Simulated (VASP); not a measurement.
# Al5InSb6 (P-4m2) in VASP: single point with PBE

Aim: the single point of Al5InSb6 with PBE.

All numbers are computed with VASP 6.6.1; they aren't measurements. Logs are shortened: lines on timing, memory, paths and dates and some standing lists are left out, and cuts for length are marked.

### Step 1. The cell of the first run

The structure is tetragonal, space group P-4m2 (No. 115). The conventional cell has a = 4.450 Å, b = 4.450 Å, c = 18.857 Å, α = 90.00°, β = 90.00°, γ = 90.00°. Al (site symmetry 2mm) has 4 Sb at 2.70 to 2.71 Å within 3.6 Å. Al (site symmetry 2mm) has 4 Sb at 2.71 Å within 3.6 Å. Within 3.6 Å of Al (site symmetry -4m2) lie 4 Sb at 2.71 Å. Within 3.7 Å of In (site symmetry -4m2) lie 4 Sb at 2.83 Å. Sb (site symmetry 2mm) has 4 Al at 2.71 Å within 3.6 Å. Sb (site symmetry 2mm) has 4 Al at 2.71 Å within 3.6 Å. Sb (site symmetry 2mm) has 2 Al at 2.70 Å and 2 In at 2.83 Å within 3.6 Å.

### Step 2. Single point, PBE

INCAR reads:

```
  ALGO = Normal
  EDIFF = 1E-6
  ENCUT = 520
  GGA = PE
  ISIF = 2
  ISMEAR = 0
  LASPH = T
  LCHARG = F
  LREAL = F
  LWAVE = F
  NBANDS = 41
  NELM = 100
  PREC = Accurate
  SIGMA = 0.02
```

KPOINTS reads:

```
k-points
0
Gamma
  6 6 2
```

POSCAR reads:

```
Al5InSb6
1.0
    4.4500395763      0.0000000000      0.0000000000
    0.0000000000      4.4500395763      0.0000000000
    0.0000000000      0.0000000000     18.8565796633
Al In Sb
5 1 6
Direct
    0.0000000000      0.0000000000      0.8265624297
    0.5000000000      0.5000000000      0.6631937422
    0.0000000000      0.0000000000      0.5000000000
    0.5000000000      0.5000000000      0.3368062578
    0.0000000000      0.0000000000      0.1734375703
    0.5000000000      0.5000000000      0.0000000000
    0.5000000000      0.0000000000      0.7448265579
    0.0000000000      0.5000000000      0.5815858246
    0.5000000000      0.0000000000      0.4184141754
    0.0000000000      0.5000000000      0.2551734421
    0.5000000000      0.0000000000      0.0927875182
    0.0000000000      0.5000000000      0.9072124818
```

Potentials or basis: VASP PAW PBE potentials, release 64 (Al, In_d, Sb).

Launch:

```bash
> cat potpaw_PBE.64/Al/POTCAR potpaw_PBE.64/In_d/POTCAR potpaw_PBE.64/Sb/POTCAR > POTCAR
> mpirun -np 1 vasp_std > vasp.out
```

OUTCAR:

```text
EDIFF = 1E-6
   ENCUT = 520
   GGA = PE
   ISIF = 2
   ISMEAR = 0
   LASPH = T
   LREAL = F
   NELM = 100
   PREC = Accurate

 ion  position               nearest neighbor table
   1  0.000  0.000  0.827-  12 2.70  12 2.70   7 2.71   7 2.71
   2  0.500  0.500  0.663-   8 2.71   8 2.71   7 2.71   7 2.71
   3  0.000  0.000  0.500-   8 2.71   9 2.71   8 2.71   9 2.71
   4  0.500  0.500  0.337-   9 2.71   9 2.71  10 2.71  10 2.71
   5  0.000  0.000  0.173-  11 2.70  11 2.70  10 2.71  10 2.71
   6  0.500  0.500  0.000-  11 2.83  12 2.83  11 2.83  12 2.83
   7  0.500  0.000  0.745-   2 2.71   2 2.71   1 2.71   1 2.71
   8  0.000  0.500  0.582-   3 2.71   3 2.71   2 2.71   2 2.71
   9  0.500  0.000  0.418-   3 2.71   3 2.71   4 2.71   4 2.71
  10  0.000  0.500  0.255-   4 2.71   4 2.71   5 2.71   5 2.71
  11  0.500  0.000  0.093-   5 2.70   5 2.70   6 2.83   6 2.83
  12  0.000  0.500  0.907-   1 2.70   1 2.70   6 2.83   6 2.83

  LATTYP: Found a simple tetragonal cell.
 ALAT       =     4.4500395763
 C/A-ratio  =     4.2373959467

  Lattice vectors:

 A1 = (   4.4500395763,   0.0000000000,   0.0000000000)
 A2 = (   0.0000000000,   4.4500395763,   0.0000000000)
 A3 = (   0.0000000000,   0.0000000000,  18.8565796633)

Analysis of symmetry for initial positions (statically):
=====================================================================
 Subroutine PRICEL returns:
 Original cell was already a primitive cell.

 Routine SETGRP: Setting up the symmetry group for a
 simple tetragonal supercell.

 Subroutine GETGRP returns: Found  8 space group operations
 (whereof  8 operations were pure point group operations)
 out of a pool of 16 trial point group operations.

The static configuration has the point symmetry D_2d.

Analysis of symmetry for dynamics (positions and initial velocities):
=====================================================================
 Subroutine PRICEL returns:
 Original cell was already a primitive cell.

 Routine SETGRP: Setting up the symmetry group for a
 simple tetragonal supercell.

 Subroutine GETGRP returns: Found  8 space group operations
 (whereof  8 operations were pure point group operations)
 out of a pool of 16 trial point group operations.

The dynamic configuration has the point symmetry D_2d.

 Subroutine INISYM returns: Found  8 space group operations
 (whereof  8 operations are pure point group operations),
 and found     1 'primitive' translations

----------------------------------------------------------------------------------------

                                     Primitive cell

  volume of cell :     373.4141

  direct lattice vectors                    reciprocal lattice vectors
     4.450039576  0.000000000  0.000000000     0.224717103  0.000000000  0.000000000
     0.000000000  4.450039576  0.000000000     0.000000000  0.224717103  0.000000000
     0.000000000  0.000000000 18.856579663     0.000000000  0.000000000  0.053031887

  length of vectors
     4.450039576  4.450039576 18.856579663     0.224717103  0.224717103  0.053031887

  position of ions in fractional coordinates (direct lattice)
     0.000000000  0.000000000  0.826562430
     0.500000000  0.500000000  0.663193742
     0.000000000  0.000000000  0.500000000
     0.500000000  0.500000000  0.336806258
     0.000000000  0.000000000  0.173437570
     0.500000000  0.500000000  0.000000000
     0.500000000  0.000000000  0.744826558
     0.000000000  0.500000000  0.581585825
     0.500000000  0.000000000  0.418414175
     0.000000000  0.500000000  0.255173442
     0.500000000  0.000000000  0.092787518
     0.000000000  0.500000000  0.907212482

  ion indices of the primitive-cell ions
   primitive index   ion index
                 1           1
                 2           2
                 3           3
                 4           4
                 5           5
                 6           6
                 7           7
                 8           8
                 9           9
                10          10
                11          11
                12          12

----------------------------------------------------------------------------------------

 KPOINTS: k-points

Automatic generation of k-mesh.
 Grid dimensions read from file:
 generate k-points for:    6    6    2

 Generating k-lattice:

  Cartesian coordinates                     Fractional coordinates (reciprocal lattice)
     0.037452850  0.000000000  0.000000000     0.166666667  0.000000000  0.000000000
     0.000000000  0.037452850  0.000000000     0.000000000  0.166666667  0.000000000
     0.000000000  0.000000000  0.026515943     0.000000000  0.000000000  0.500000000

  Length of vectors
     0.037452850  0.037452850  0.026515943

  Shift w.r.t. Gamma in fractional coordinates (k-lattice)
     0.000000000  0.000000000  0.000000000

 Subroutine IBZKPT returns following result:
 ===========================================

 Found     20 irreducible k-points:

 Following reciprocal coordinates:
            Coordinates               Weight
  0.000000  0.000000  0.000000      1.000000
  0.166667  0.000000  0.000000      4.000000
  0.333333  0.000000  0.000000      4.000000
  0.500000  0.000000  0.000000      2.000000
  0.166667  0.166667  0.000000      4.000000
  0.333333  0.166667  0.000000      8.000000
[... 12 lines left out ...]
  0.500000  0.333333  0.500000      4.000000
  0.500000  0.500000  0.500000      1.000000
   k-points           NKPTS =     20   k-points in BZ     NKDIM =     20   number of bands    NBANDS=     41
   number of dos      NEDOS =    301   number of ions     NIONS =     12
   total plane-waves  NPLWV = 181440
   dimension x,y,z NGX =    36 NGY =   36 NGZ =  140
   dimension x,y,z NGXF=    72 NGYF=   72 NGZF=  280
   ions per type =               5   1   6
   NGX,Y,Z   is equivalent  to a cutoff of  13.45, 13.45, 12.34 a.u.
   NGXF,Y,Z  is equivalent  to a cutoff of  26.90, 26.90, 24.69 a.u.
 SYSTEM =  unknown system
   PREC   = accura    normal or accurate (medium, high low for compatibility)
   ISTART =      0    job   : 0-new  1-cont  2-samecut
   ICHARG =      2    charge: 1-file 2-atom 10-const
   ISPIN  =      1    spin polarized calculation?
   LNONCOLLINEAR =      F non collinear calculations
   LSORBIT =      F    spin-orbit coupling
   LASPH  =      T    aspherical Exc in radial PAW
   ENCUT  =  520.0 eV  38.22 Ry    6.18 a.u.   8.27  8.27 35.06*2*pi/ulx,y,z
   NELM   =    100;   NELMIN=  2; NELMDL= -5     # of ELM steps
   EDIFF  = 0.1E-05   stopping-criterion for ELM
   LREAL  =      F    real-space projection
   EDIFFG = 0.1E-04   stopping-criterion for IOM
   NSW    =      0    number of steps for IOM
   IBRION =     -1    ionic relax: 0-MD 1-quasi-New 2-CG
   NFREE  =      0    steps in history (QN), initial steepest desc. (CG)
   ISIF   =      2    stress and relaxation
   ISYM   =      2    0-nonsym 1-usesym 2-fastsym
   POTIM  = 0.5000    time-step for ionic-motion
   TEBEG  =    0.0;   TEEND  =   0.0 temperature during run
   PSTRESS=    0.0 pullay stress
   NELECT =      58.0000    total number of electrons
   NUPDOWN=      -1.0000    fix difference up-down
   EMIN   =  10.00;   EMAX   =-10.00  energy-range for DOS
   EFERMI =   0.00;   METHOD = LEGACY
   ISMEAR =     0;   SIGMA  =   0.02  broadening in eV -4-tet -1-fermi 0-gaus
   EFERMI_NEDOS =   21; number of points for ismear=-14 and -15
   IALGO  =     38    algorithm
   IMIX   =      4    mixing-type and parameters
     AMIX     =   0.40;   BMIX     =  1.00
     AMIX_MAG =   1.60;   BMIX_MAG =  1.00
  volume/ion in A,a.u.               =      31.12       209.99
  Fermi-wavevector in a.u.,A,eV,Ry     =   0.880009  1.662976 10.536575  0.774416
  Thomas-Fermi vector in A             =   2.000311
   LORBIT       =      0    0 simple, 1 ext, 2 COOP (PROOUT), +10 PAW based schemes
   GGA     = PE    functional components
   LHFCALC =     F    Hartree Fock is set to
   AEXX    =    0.0000 exact exchange contribution
   IVDW    =     0    specifies the selected vdW correction
   LEPSILON=     F    determine dielectric tensor
   LRPA    =     F    only Hartree local field effects (RPA)
 non-spin polarized calculation
 Gauss-broadening in eV      SIGMA  =   0.02
  energy-cutoff  :      520.00
  volume of cell :      373.41
 maximum number of plane-waves:     10142
 NGX is ok and might be reduce to    36
   NGX = 17   NGY = 17   NGZ = 71

 number of electron      58.0000002 magnetization

 Free energy of the ion-electron system (eV)
  ---------------------------------------------------
  ext. energy  EPLUGINS =         0.00000000
  ---------------------------------------------------
  free energy    TOTEN  =       -47.92209304 eV

  energy without entropy =      -47.92209304  energy(sigma->0) =      -47.92209304

 E-fermi :   4.5735     XC(G=0):  -8.4799

 val. band max:        4.4712961217   @ k =   0.0000   0.0000   0.0000
 cond. band min:       5.3574048694   @ k =   0.0000   0.0000   0.0000
 fundamental gap:      0.8861087477
 Fermi energy:         4.5734754804

 k-point     1 :       0.0000    0.0000    0.0000
  band No.  band energies     occupation
      1      -9.9098      2.00000
      2      -9.8440      2.00000
      3      -9.8440      2.00000
      4      -9.7941      2.00000
      5      -9.7925      2.00000
      6      -6.0379      2.00000
[... 33 lines left out ...]
     40       7.3882      0.00000
     41       7.5258      0.00000

 k-point     2 :       0.1667    0.0000    0.0000
  band No.  band energies     occupation
      1      -9.9039      2.00000
      2      -9.8523      2.00000
      3      -9.8436      2.00000
      4      -9.7963      2.00000
      5      -9.7907      2.00000
      6      -5.8788      2.00000
[... 781 lines left out ...]
     40       8.0490      0.00000
     41       8.1047      0.00000

 k-point    20 :       0.5000    0.5000    0.5000
  band No.  band energies     occupation
      1      -9.8894      2.00000
      2      -9.8894      2.00000
      3      -9.8240      2.00000
      4      -9.8138      2.00000
      5      -9.7799      2.00000
      6      -4.2415      2.00000
[... 33 lines left out ...]
     40       8.5256      0.00000
     41       8.6261      0.00000

------------------------ aborting loop because EDIFF is reached ----------------------------------------

  FORCE on cell =-STRESS in cart. coord.  units (eV):
  Direction    XX          YY          ZZ          XY          YZ          ZX
  --------------------------------------------------------------------------------------
  -------------------------------------------------------------------------------------
  Total        0.3068298      0.3068298      0.3009111      0.0000000      0.0000000      0.0000000
  in kB        1.3164898      1.3164898      1.2910948      0.0000000      0.0000000      0.0000000
  external PRESSURE =       1.3080248 kB  Pullay stress =       0.0000000 kB

 VOLUME and BASIS-vectors are now :
 -----------------------------------------------------------------------------
  energy-cutoff  :      520.00
  volume of cell :      373.41
      direct lattice vectors                 reciprocal lattice vectors
     4.450039576  0.000000000  0.000000000     0.224717103  0.000000000  0.000000000
     0.000000000  4.450039576  0.000000000     0.000000000  0.224717103  0.000000000
     0.000000000  0.000000000 18.856579663     0.000000000  0.000000000  0.053031887

 POSITION                                       TOTAL-FORCE (eV/Angst)
 -----------------------------------------------------------------------------------
      0.00000      0.00000     15.58614         0.000000     -0.000000     -0.002461
      2.22502      2.22502     12.50557        -0.000000     -0.000000      0.001077
      0.00000      0.00000      9.42829        -0.000000     -0.000000      0.000000
      2.22502      2.22502      6.35101        -0.000000     -0.000000     -0.001077
      0.00000      0.00000      3.27044        -0.000000     -0.000000      0.002461
      2.22502      2.22502      0.00000        -0.000000      0.000000      0.000000
      2.22502      0.00000     14.04488        -0.000000     -0.000000      0.000585
      0.00000      2.22502     10.96672        -0.000000     -0.000000      0.000274
      2.22502      0.00000      7.88986        -0.000000     -0.000000     -0.000274
      0.00000      2.22502      4.81170        -0.000000     -0.000000     -0.000585
      2.22502      0.00000      1.74966        -0.000000     -0.000000     -0.020489
      0.00000      2.22502     17.10692        -0.000000     -0.000000      0.020489
 -----------------------------------------------------------------------------------
    total drift:                                0.000000      0.000000      0.000000

  FREE ENERGIE OF THE ION-ELECTRON SYSTEM (eV)
  ---------------------------------------------------
  free  energy   TOTEN  =       -47.9220930427 eV

  energy  without entropy=      -47.9220930427  energy(sigma->0) =      -47.92209304
```

Wall time 5.4 min (1 thread of AMD EPYC 7R43 (Zen 3), shared host); peak memory 0.56 GiB.

Results:

```yaml
Free_energy: -47.9221 eV
Pressure: 0.1 GPa
Largest_force: 0.020 eV/Å
Band_gap_on_the_k_mesh: 0.89 eV
```

Forces on the atoms (eV/Å):
```
Al   0.000  0.000 -0.002
Al   0.000  0.000  0.001
Al   0.000  0.000  0.000
Al   0.000  0.000 -0.001
Al   0.000  0.000  0.002
In   0.000  0.000  0.000
Sb   0.000  0.000  0.001
Sb   0.000  0.000  0.000
Sb   0.000  0.000  0.000
Sb   0.000  0.000 -0.001
Sb   0.000  0.000 -0.020
Sb   0.000  0.000  0.020
```

Caveat: spin-orbit coupling is left out, which moves the levels of the heavy elements.
